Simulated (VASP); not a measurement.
SnO, 4 atoms in the cell. The typed cell holds 4 atoms: a = 3.355 Å, b = 5.674 Å, c = 4.222 Å, α = 90.00°, β = 90.00°, γ = 90.00°.  This cell differs from its parent crystal: atom 1 (Sn) moved by (+0.225, +0.450) A along [1 1 0] and z.

| Quantity | Value |
| --- | --- |
| Program | VASP 6.6.1 |
| Task | single point |
| Functional | LDA |
| Potentials or basis | VASP PAW LDA potentials, release 64 (Sn_d, O) |
| Cutoff | 520 eV |
| k mesh | 8 × 6 × 6 |
| Occupations | gaussian, width 0.05 eV |
| Spin | no spin polarisation |
| Dipole correction | no |
| Further INCAR settings | ALGO = Normal; EDIFF = 1e-06; NBANDS = 28 |

Potentials or basis: VASP PAW LDA potentials, release 64 (Sn_d, O).

Run with:

```bash
$ cat potpaw_LDA.64/Sn_d/POTCAR potpaw_LDA.64/O/POTCAR > POTCAR
$ mpirun -np 1 vasp_std > vasp.out
```

Hardware: 1 thread of Intel Xeon 6975P-C (shared host).

**Question.** Estimate the wall time of this run.

**Answer.** Wall time 4.3 min on 1 thread of Intel Xeon 6975P-C (shared host), peak memory 0.36 GiB. Counts: scf iterations 15, k points 148.
